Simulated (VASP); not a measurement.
GaAs:

```
As Ga
1.0
     0.00000    2.80788    2.80788
     2.80788    0.00000    2.80788
     2.80788    2.80788    0.00000
As Ga
1 1
Cartesian
  4.2118 4.2118 4.2118
  0.0000 0.0000 0.0000
```

Base run:

- Program: VASP 6.6.1
- Functional: PBE
- Potentials or basis: VASP PAW PBE potentials, release 64 (As, Ga_d)
- Cutoff: 520 eV
- k mesh: 8 × 8 × 8
- Occupations: fermi-dirac, width 0.05 eV
- Spin: no spin polarisation

Its results: band gap on the k mesh 0.67 eV, direct; pressure 5.1 GPa.

Q: After a change of settings the same cell gave: band gap on the k mesh 0.61 eV, direct; pressure 1.8 GPa. Which change was it?
A. functional from PBE to PBEsol
B. functional from PBE to BLYP
C. functional from PBE to r2SCAN
D. functional from PBE to r2SCAN; dispersion from none to D3(BJ)

A: A.

PBEsol binds more tightly than PBE, so the same cell stands under less pressure.

Caveats: the PAW data sets were made with another functional, which shifts forces and pressure a little (some runs).
